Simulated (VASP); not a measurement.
Set up this calculation in VASP 6.6.1, as the native input.

- Task: single point
- Functional: PBE
- Potentials or basis: VASP PAW PBE potentials, release 64 (Cd, Se)
- Cutoff: 520 eV
- k mesh: 5 × 5 × 5
- Occupations: fermi-dirac, width 0.02 eV
- Spin: no spin polarisation
- Dipole correction: no
- Further INCAR settings: ALGO = Normal; EDIFF = 1e-06; NBANDS = 16

The structure of CdSe lies in POSCAR:

```
CdSe
1.0
    4.3828661513      0.0000000000      0.0000000000
    2.1914330756      3.7956734284      0.0000000000
    2.1914330756      1.2652244761      3.5785952272
Cd Se
1 1
Direct
   -0.0000000014     -0.0000000014     -0.0000000014
    0.7500000014      0.7500000014      0.7500000014
```

One way to write it, as run:

INCAR

```
SYSTEM = CdSe
PREC = Accurate
ENCUT = 520
EDIFF = 1E-6
ISMEAR = -1
SIGMA = 0.02
LREAL = .FALSE.
LASPH = .TRUE.
NELM = 100
ALGO = Normal
ISIF = 2
LWAVE = .FALSE.
LCHARG = .FALSE.
GGA = PE
NBANDS = 16
```

KPOINTS

```
Automatic mesh
0
G
  5 5 5
  0 0 0
```

Potentials or basis: VASP PAW PBE potentials, release 64 (Cd, Se).

The run is started by

```sh
$ cat potpaw_PBE.64/Cd/POTCAR potpaw_PBE.64/Se/POTCAR > POTCAR
$ mpirun -np 1 vasp_std > vasp.out
```

It gave:

```json
{
 "Pressure": "0.2 GPa",
 "Band gap on the k mesh": "0.49 eV, direct"
}
```

Run time: 16 s on 1 thread of Intel Xeon 6975P-C, with other jobs on the host, peak memory 0.2 GiB.
